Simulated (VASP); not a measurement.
# GaN (P6_3mc) in VASP: a series of runs

The runs below take GaN through relaxation of cell and atoms, with PBE, PBEsol, RPBE.

All numbers are computed with VASP 6.6.1; they aren't measurements. Logs are shortened: lines on timing, memory, paths and dates and some standing lists are left out, and cuts for length are marked.

### 1 The cell of the first run

The structure is hexagonal, space group P6_3mc (No. 186). The conventional cell has a = 3.180 Å, b = 3.180 Å, c = 5.166 Å, α = 90.00°, β = 90.00°, γ = 120.00°. Ga (site symmetry 3m) has 4 N at 1.94 to 1.95 Å within 2.6 Å. N (site symmetry 3m) has 4 Ga at 1.94 to 1.95 Å within 2.6 Å.

### 2 Relaxation of cell and atoms, PBE

File INCAR:

```
PREC = Accurate ; ENCUT = 600
EDIFF = 1E-6 ; ISMEAR = -1
SIGMA = 0.05 ; LREAL = False
LASPH = True ; NELM = 60
ALGO = Normal ; ISIF = 3
LWAVE = False ; LCHARG = False
GGA = PE ; IBRION = 2
NSW = 80 ; EDIFFG = -0.02
```

File KPOINTS:

```
Automatic mesh
0
Gamma
  7 7 4
```

File POSCAR:

```
GaN
1.0
    3.1800000000      0.0000000000      0.0000000000
   -1.5900000000      2.7539607840      0.0000000000
    0.0000000000      0.0000000000      5.1660000000
Ga N
2 2
Direct
    0.6666666667      0.3333333333      0.5000000000
    0.3333333333      0.6666666667      0.0000000000
    0.6666666667      0.3333333333      0.8750000000
    0.3333333333      0.6666666667      0.3750000000
```

Potentials or basis: VASP PAW PBE potentials, release 64 (Ga_d, N).

On the command line:

```sh
> cat potpaw_PBE.64/Ga_d/POTCAR potpaw_PBE.64/N/POTCAR > POTCAR
> mpirun -np 1 vasp_std > vasp.out
```

OUTCAR:

```text
PREC = Accurate
   ENCUT = 600
   EDIFF = 1E-6
   ISMEAR = -1
   LREAL = False
   LASPH = True
   NELM = 60
   ISIF = 3
   GGA = PE
   IBRION = 2
   NSW = 80
   EDIFFG = -0.02

 ion  position               nearest neighbor table
   1  0.667  0.333  0.500-   3 1.94   4 1.95   4 1.95   4 1.95
   2  0.333  0.667  0.000-   4 1.94   3 1.95   3 1.95   3 1.95
   3  0.667  0.333  0.875-   1 1.94   2 1.95   2 1.95   2 1.95
   4  0.333  0.667  0.375-   2 1.94   1 1.95   1 1.95   1 1.95

  LATTYP: Found a hexagonal cell.
 ALAT       =     3.1800000000
 C/A-ratio  =     1.6245283019

  Lattice vectors:

 A1 = (   3.1800000000,   0.0000000000,   0.0000000000)
 A2 = (  -1.5900000000,   2.7539607840,   0.0000000000)
 A3 = (   0.0000000000,   0.0000000000,   5.1660000000)

Analysis of symmetry for initial positions (statically):
=====================================================================
 Subroutine PRICEL returns:
 Original cell was already a primitive cell.

 Routine SETGRP: Setting up the symmetry group for a
 hexagonal supercell.

 Subroutine GETGRP returns: Found 12 space group operations
 (whereof  6 operations were pure point group operations)
 out of a pool of 24 trial point group operations.

The static configuration has the point symmetry C_3v.
 The point group associated with its full space group is C_6v.

Analysis of symmetry for dynamics (positions and initial velocities):
=====================================================================
 Subroutine PRICEL returns:
 Original cell was already a primitive cell.

 Routine SETGRP: Setting up the symmetry group for a
 hexagonal supercell.

 Subroutine GETGRP returns: Found 12 space group operations
 (whereof  6 operations were pure point group operations)
 out of a pool of 24 trial point group operations.

The dynamic configuration has the point symmetry C_3v.
 The point group associated with its full space group is C_6v.

 Subroutine INISYM returns: Found 12 space group operations
 (whereof  6 operations are pure point group operations),
 and found     1 'primitive' translations

----------------------------------------------------------------------------------------

                                     Primitive cell

  volume of cell :      45.2417

  direct lattice vectors                    reciprocal lattice vectors
     3.180000000  0.000000000  0.000000000     0.314465409  0.181556688  0.000000000
    -1.590000000  2.753960784  0.000000000     0.000000000  0.363113377  0.000000000
     0.000000000  0.000000000  5.166000000     0.000000000  0.000000000  0.193573364

  length of vectors
     3.180000000  3.180000000  5.166000000     0.363113377  0.363113377  0.193573364

  position of ions in fractional coordinates (direct lattice)
     0.666666667  0.333333333  0.500000000
     0.333333333  0.666666667  0.000000000
     0.666666667  0.333333333  0.875000000
     0.333333333  0.666666667  0.375000000

  ion indices of the primitive-cell ions
   primitive index   ion index
                 1           1
                 2           2
                 3           3
                 4           4

----------------------------------------------------------------------------------------

 KPOINTS: Automatic mesh

Automatic generation of k-mesh.
 Grid dimensions read from file:
 generate k-points for:    7    7    4

 Generating k-lattice:

  Cartesian coordinates                     Fractional coordinates (reciprocal lattice)
     0.044923630  0.025936670  0.000000000     0.142857143  0.000000000  0.000000000
     0.000000000  0.051873340  0.000000000     0.000000000  0.142857143  0.000000000
     0.000000000  0.000000000  0.048393341     0.000000000  0.000000000  0.250000000

  Length of vectors
     0.051873340  0.051873340  0.048393341

  Shift w.r.t. Gamma in fractional coordinates (k-lattice)
     0.000000000  0.000000000  0.000000000

 Subroutine IBZKPT returns following result:
 ===========================================

 Found     24 irreducible k-points:

 Following reciprocal coordinates:
            Coordinates               Weight
  0.000000  0.000000  0.000000      1.000000
  0.142857  0.000000  0.000000      6.000000
  0.285714 -0.000000  0.000000      6.000000
  0.428571  0.000000  0.000000      6.000000
  0.142857  0.142857  0.000000      6.000000
  0.285714  0.142857  0.000000     12.000000
[... 16 lines left out ...]
  0.428571  0.142857  0.500000      6.000000
  0.285714  0.285714  0.500000      6.000000
   k-points           NKPTS =     24   k-points in BZ     NKDIM =     24   number of bands    NBANDS=     22
   number of dos      NEDOS =    301   number of ions     NIONS =      4
   total plane-waves  NPLWV =  32928
   dimension x,y,z NGX =    28 NGY =   28 NGZ =   42
   dimension x,y,z NGXF=    56 NGYF=   56 NGZF=   84
   ions per type =               2   2
   NGX,Y,Z   is equivalent  to a cutoff of  14.64, 14.64, 13.52 a.u.
   NGXF,Y,Z  is equivalent  to a cutoff of  29.28, 29.28, 27.03 a.u.
 SYSTEM =  unknown system
   PREC   = accura    normal or accurate (medium, high low for compatibility)
   ISTART =      0    job   : 0-new  1-cont  2-samecut
   ICHARG =      2    charge: 1-file 2-atom 10-const
   ISPIN  =      1    spin polarized calculation?
   LNONCOLLINEAR =      F non collinear calculations
   LSORBIT =      F    spin-orbit coupling
   LASPH  =      T    aspherical Exc in radial PAW
   ENCUT  =  600.0 eV  44.10 Ry    6.64 a.u.   6.35  6.35 10.32*2*pi/ulx,y,z
   NELM   =     60;   NELMIN=  2; NELMDL= -5     # of ELM steps
   EDIFF  = 0.1E-05   stopping-criterion for ELM
   LREAL  =      F    real-space projection
   EDIFFG = -.2E-01   stopping-criterion for IOM
   NSW    =     80    number of steps for IOM
   IBRION =      2    ionic relax: 0-MD 1-quasi-New 2-CG
   NFREE  =      1    steps in history (QN), initial steepest desc. (CG)
   ISIF   =      3    stress and relaxation
   ISYM   =      2    0-nonsym 1-usesym 2-fastsym
   POTIM  = 0.5000    time-step for ionic-motion
   TEBEG  =    0.0;   TEEND  =   0.0 temperature during run
   PSTRESS=    0.0 pullay stress
   NELECT =      36.0000    total number of electrons
   NUPDOWN=      -1.0000    fix difference up-down
   EMIN   =  10.00;   EMAX   =-10.00  energy-range for DOS
   EFERMI =   0.00;   METHOD = LEGACY
   ISMEAR =    -1;   SIGMA  =   0.05  broadening in eV -4-tet -1-fermi 0-gaus
   EFERMI_NEDOS =   21; number of points for ismear=-14 and -15
   IALGO  =     38    algorithm
   IMIX   =      4    mixing-type and parameters
     AMIX     =   0.40;   BMIX     =  1.00
     AMIX_MAG =   1.60;   BMIX_MAG =  1.00
  volume/ion in A,a.u.               =      11.31        76.33
  Fermi-wavevector in a.u.,A,eV,Ry     =   1.517036  2.866782 31.312427  2.301398
  Thomas-Fermi vector in A             =   2.626345
   LORBIT       =      0    0 simple, 1 ext, 2 COOP (PROOUT), +10 PAW based schemes
   GGA     = PE    functional components
   LHFCALC =     F    Hartree Fock is set to
   AEXX    =    0.0000 exact exchange contribution
   IVDW    =     0    specifies the selected vdW correction
   LEPSILON=     F    determine dielectric tensor
   LRPA    =     F    only Hartree local field effects (RPA)
 conjugate gradient relaxation of ions
 non-spin polarized calculation
  energy-cutoff  :      600.00
  volume of cell :       45.24
 maximum number of plane-waves:      1536
 NGX is ok and might be reduce to    28
   NGX = 13   NGY = 13   NGZ = 21

--------------------------------------- Ionic step        1  -------------------------------------------

 number of electron      35.9999995 magnetization

 Free energy of the ion-electron system (eV)
  ---------------------------------------------------
  ext. energy  EPLUGINS =         0.00000000
  ---------------------------------------------------
  free energy    TOTEN  =       -24.28668486 eV

  energy without entropy =      -24.28668486  energy(sigma->0) =      -24.28668486

------------------------ aborting loop because EDIFF is reached ----------------------------------------

  FORCE on cell =-STRESS in cart. coord.  units (eV):
  Direction    XX          YY          ZZ          XY          YZ          ZX
  --------------------------------------------------------------------------------------
  -------------------------------------------------------------------------------------
  Total        1.8175829      1.8175829      2.4224595      0.0000000      0.0000000     -0.0000000
  in kB       64.3673370     64.3673370     85.7882551      0.0000000      0.0000000     -0.0000000
  external PRESSURE =      71.5076430 kB  Pullay stress =       0.0000000 kB

 VOLUME and BASIS-vectors are now :
 -----------------------------------------------------------------------------
  energy-cutoff  :      600.00
  volume of cell :       45.24
      direct lattice vectors                 reciprocal lattice vectors
     3.180000000  0.000000000  0.000000000     0.314465409  0.181556688  0.000000000
    -1.590000000  2.753960784  0.000000000     0.000000000  0.363113377  0.000000000
     0.000000000  0.000000000  5.166000000     0.000000000  0.000000000  0.193573364
[... 39 lines left out ...]
 POSITION                                       TOTAL-FORCE (eV/Angst)
 -----------------------------------------------------------------------------------
      1.62485      0.93811      2.65178         0.000000      0.000000      0.061626
     -0.00000      1.87622      5.31025         0.000000     -0.000000      0.061626
      1.62485      0.93811      4.65900        -0.000000     -0.000000     -0.061626
     -0.00000      1.87622      2.00053        -0.000000     -0.000000     -0.061626
 -----------------------------------------------------------------------------------
    total drift:                                0.000000      0.000001      0.001608

  FREE ENERGIE OF THE ION-ELECTRON SYSTEM (eV)
  ---------------------------------------------------
  free  energy   TOTEN  =       -24.2984799111 eV

  energy  without entropy=      -24.2984799011  energy(sigma->0) =      -24.29847991

--------------------------------------- Ionic step        3  -------------------------------------------

 number of electron      36.0000003 magnetization

 Free energy of the ion-electron system (eV)
  ---------------------------------------------------
  ext. energy  EPLUGINS =         0.00000000
  ---------------------------------------------------
  free energy    TOTEN  =       -24.32673609 eV

  energy without entropy =      -24.32673609  energy(sigma->0) =      -24.32673609

 E-fermi :   5.8986     XC(G=0): -11.5153

 val. band max:        5.0136776465   @ k =   0.0000   0.0000   0.0000
 cond. band min:       6.7244098971   @ k =   0.0000   0.0000   0.0000
 fundamental gap:      1.7107322506
 Fermi energy:         5.8985665858

 k-point     1 :       0.0000    0.0000    0.0000
  band No.  band energies     occupation
      1     -10.7260      2.00000
      2      -9.9026      2.00000
      3      -8.4121      2.00000
      4      -8.3970      2.00000
      5      -8.3970      2.00000
      6      -8.3412      2.00000
[... 14 lines left out ...]
     21      14.0254      0.00000
     22      14.7473      0.00000
[... 595 lines left out ...]
 POSITION                                       TOTAL-FORCE (eV/Angst)
 -----------------------------------------------------------------------------------
      1.60861      0.92873      2.61969        -0.000000      0.000000     -0.010933
     -0.00000      1.85747      5.24299        -0.000000     -0.000000     -0.010933
      1.60861      0.92873      4.59438         0.000000     -0.000000      0.010933
     -0.00000      1.85747      1.97108         0.000000      0.000000      0.010933
 -----------------------------------------------------------------------------------
    total drift:                                0.000000      0.000001      0.000026

  FREE ENERGIE OF THE ION-ELECTRON SYSTEM (eV)
  ---------------------------------------------------
  free  energy   TOTEN  =       -24.3267360908 eV

  energy  without entropy=      -24.3267360896  energy(sigma->0) =      -24.32673609

 reached required accuracy - stopping structural energy minimisation
```

Wall time 81 s (1 thread of Intel Xeon 6975P-C (Granite Rapids), shared host); peak memory 0.19 GiB.

Results:

* Free energy: -24.3267 eV
* Relaxed volume: 11.76 Å³/atom
* Relaxed cell: a = 3.217 Å, b = 3.217 Å, c = 5.247 Å, α = 90.00°, β = 90.00°, γ = 120.00°
* Space group after relaxing (to 0.05 Å): P6_3mc (No. 186)
* Energy gained by relaxing: 10.0 meV/atom
* Ionic steps: 3
* Pressure after relaxing: 0.0 GPa
* Largest force after relaxing: 0.011 eV/Å
* Band gap on the k mesh: 1.71 eV, direct

Forces on the atoms (eV/Å):
```
Ga   0.000  0.000 -0.011
Ga   0.000  0.000 -0.011
N    0.000  0.000  0.011
N    0.000  0.000  0.011
```

Stress tensor (GPa, compression positive):
```
 0.03  0.00  0.00
 0.00  0.03  0.00
 0.00  0.00 -0.15
```

Step by step:
```csv
step,energy change (eV),largest force (eV/Å),pressure (GPa),volume (Å³)
1,0.0000,0.1346,7.15,45.24
2,-0.0118,0.0616,-5.25,48.63
3,-0.0401,0.0109,-0.03,47.03
```

Final structure:
```
Ga N
1.0
     3.21722    0.00000    0.00000
    -1.60861    2.78620    0.00000
     0.00000    0.00000    5.24660
Ga N
2 2
Direct
  0.66667 0.33333 0.49931
  0.33333 0.66667 0.99931
  0.66667 0.33333 0.87569
  0.33333 0.66667 0.37569
```

Levels at points of the mesh, in eV from the valence-band top:
| k point | band 16 | band 17 | band 18 | band 19 | band 20 | band 21 |
| --- | --- | --- | --- | --- | --- | --- |
| (0.00, 0.00, 0.00) | -0.05 | 0.00 | 0.00 | 1.71 | 4.07 | 9.01 |
| (0.00, 0.00, 0.50) | -0.51 | -0.51 | -0.51 | 4.06 | 4.06 | 8.31 |

PBE usually gives volumes a little too large and moduli too small. Zero-point motion and thermal expansion aren't in these numbers.

### 3 Relaxation of cell and atoms, PBEsol

File INCAR:

```
SYSTEM = GaN
ALGO = Normal ; EDIFF = 1E-6
EDIFFG = -0.02 ; ENCUT = 600
GGA = PS ; IBRION = 2
ISIF = 3 ; ISMEAR = -1
LASPH = .TRUE. ; LCHARG = .FALSE.
LREAL = .FALSE. ; LWAVE = .FALSE.
NELM = 100 ; NSW = 80
PREC = Accurate ; SIGMA = 0.05
```

File KPOINTS:

```
k-points
0
G
  7 7 4
  0 0 0
```

POSCAR is that of step 2.

Potentials or basis: VASP PAW PBE potentials, release 64 (Ga_d, N).

On the command line:

```sh
> cat potpaw_PBE.64/Ga_d/POTCAR potpaw_PBE.64/N/POTCAR > POTCAR
> mpirun -np 1 vasp_std > vasp.out
```

It took 66 s on 1 thread of Intel Xeon 6975P-C (Granite Rapids), shared host; peak memory 0.19 GiB.

It converged, with:

* Free energy: -26.2703 eV
* Relaxed volume: 11.35 Å³/atom
* Relaxed cell: a = 3.180 Å, b = 3.180 Å, c = 5.185 Å, α = 90.00°, β = 90.00°, γ = 120.00°
* Space group after relaxing (to 0.05 Å): P6_3mc (No. 186)
* Energy gained by relaxing: 0.5 meV/atom
* Ionic steps: 3
* Pressure after relaxing: 0.1 GPa
* Largest force after relaxing: 0.011 eV/Å
* Band gap on the k mesh: 1.90 eV, direct

Forces in eV/Å, atoms in the order of the input:
```
Ga   0.000  0.000 -0.011
Ga   0.000  0.000 -0.011
N    0.000  0.000  0.011
N    0.000  0.000  0.011
```

Stress tensor (GPa, compression positive):
```
0.12 0.00 0.00
0.00 0.12 0.00
0.00 0.00 0.00
```

The path:
```tsv
step	energy change (eV)	largest force (eV/Å)	pressure (GPa)	volume (Å³)
1	0.0000	0.1310	0.64	45.24
2	-0.0005	0.0872	-0.49	45.54
3	-0.0019	0.0109	0.08	45.40
```

Final structure:
```
Ga N
1.0
     3.17969    0.00000    0.00000
    -1.58985    2.75370    0.00000
     0.00000    0.00000    5.18497
Ga N
2 2
Direct
  0.66667 0.33333 0.49935
  0.33333 0.66667 0.99935
  0.66667 0.33333 0.87565
  0.33333 0.66667 0.37565
```

Levels at points of the mesh, in eV from the valence-band top:
| k point | band 15 | band 16 | band 17 | band 18 | band 19 | band 20 | band 21 | band 22 |
| --- | --- | --- | --- | --- | --- | --- | --- | --- |
| (0.00, 0.00, 0.00) | -1.05 | -0.05 | 0.00 | 0.00 | 1.90 | 4.23 | 9.12 | 9.84 |
| (0.00, 0.00, 0.50) | -0.54 | -0.54 | -0.54 | -0.54 | 4.23 | 4.23 | 8.39 | 8.39 |

Caveat: the PAW data sets were made with another functional, which shifts forces and pressure a little. Zero-point motion and thermal expansion aren't in these numbers.

### 4 Relaxation of cell and atoms, RPBE

File INCAR:

```
PREC = Accurate
ENCUT = 600
EDIFF = 1E-6
ISMEAR = -1
SIGMA = 0.05
LREAL = F
LASPH = T
NELM = 100
ALGO = Normal
ISIF = 3
LWAVE = F
LCHARG = F
GGA = RP
IBRION = 2
NSW = 80
EDIFFG = -0.02
```

File KPOINTS:

```
regular mesh
0
Gamma
  7 7 4
```

POSCAR is that of step 3.

On the command line:

```sh
> cat potpaw_PBE.64/Ga_d/POTCAR potpaw_PBE.64/N/POTCAR > POTCAR
> mpirun -np 1 vasp_std > vasp.out
```

Wall time 94 s (1 thread of Intel Xeon 6975P-C (Granite Rapids), shared host); peak memory 0.19 GiB.

It converged, with:

```
Free energy                            : -22.6900 eV
Relaxed volume                         : 12.03 Å³/atom
Relaxed cell                           : a = 3.242 Å, b = 3.242 Å, c = 5.287 Å, α = 90.00°, β = 90.00°, γ = 120.00°
Space group after relaxing (to 0.05 Å) : P6_3mc (No. 186)
Energy gained by relaxing              : 23.9 meV/atom
Ionic steps                            : 3
Pressure after relaxing                : 0.0 GPa
Largest force after relaxing           : 0.012 eV/Å
Band gap on the k mesh                 : 1.62 eV, direct
```

Forces on the atoms (eV/Å):
```
Ga   0.000  0.000 -0.012
Ga   0.000  0.000 -0.012
N    0.000  0.000  0.012
N    0.000  0.000  0.012
```

Stress tensor (GPa, compression positive):
```
 0.05  0.00  0.00
 0.00  0.05  0.00
 0.00  0.00 -0.20
```

The path:
```tsv
step	energy change (eV)	largest force (eV/Å)	pressure (GPa)	volume (Å³)
1	0.0000	0.1386	11.14	45.24
2	-0.0371	0.0456	-7.15	50.59
3	-0.0957	0.0122	-0.03	48.12
```

Final structure:
```yaml
crystal:
  lattice:
    - [3.24190, 0.00000, 0.00000]
    - [-1.62095, 2.80757, 0.00000]
    - [0.00000, 0.00000, 5.28677]
  atoms:
    - { symbol: Ga, position: [0.66667, 0.33333, 0.49927] }
    - { symbol: Ga, position: [0.33333, 0.66667, 0.99927] }
    - { symbol: N, position: [0.66667, 0.33333, 0.87573] }
    - { symbol: N, position: [0.33333, 0.66667, 0.37573] }
```

Levels at points of the mesh, in eV from the valence-band top:
```
           k point  band 14  band 15  band 16  band 17  band 18  band 19  band 20  band 21  band 22
(0.00, 0.00, 0.00)    -0.96    -0.96    -0.04     0.00     0.00     1.62     4.00     8.99     9.67
(0.00, 0.00, 0.50)    -3.75    -0.49    -0.49    -0.49    -0.49     3.98     3.98     8.28     8.28
```

Caveat: the PAW data sets were made with another functional, which shifts forces and pressure a little. Zero-point motion and thermal expansion aren't in these numbers.

### 5 The runs side by side

```csv
level,gap on the mesh (eV),pressure (GPa),relaxed volume (Å³/atom),largest force (eV/Å)
PBE,1.71,0.0,11.76,0.01
PBEsol,1.90,0.1,11.35,0.01
RPBE,1.62,0.0,12.03,0.01
```

Alike in all rows: task relaxation of cell and atoms; potentials or basis VASP PAW PBE potentials, release 64 (Ga_d, N); no spin polarisation; cell relaxed; k mesh 7 × 7 × 4; cutoff (eV) 600; smearing fermi-dirac 0.05 eV.

Caveats: the PAW data sets were made with another functional, which shifts forces and pressure a little (some runs).

Absolute energies hang on the potentials; compare differences alone.
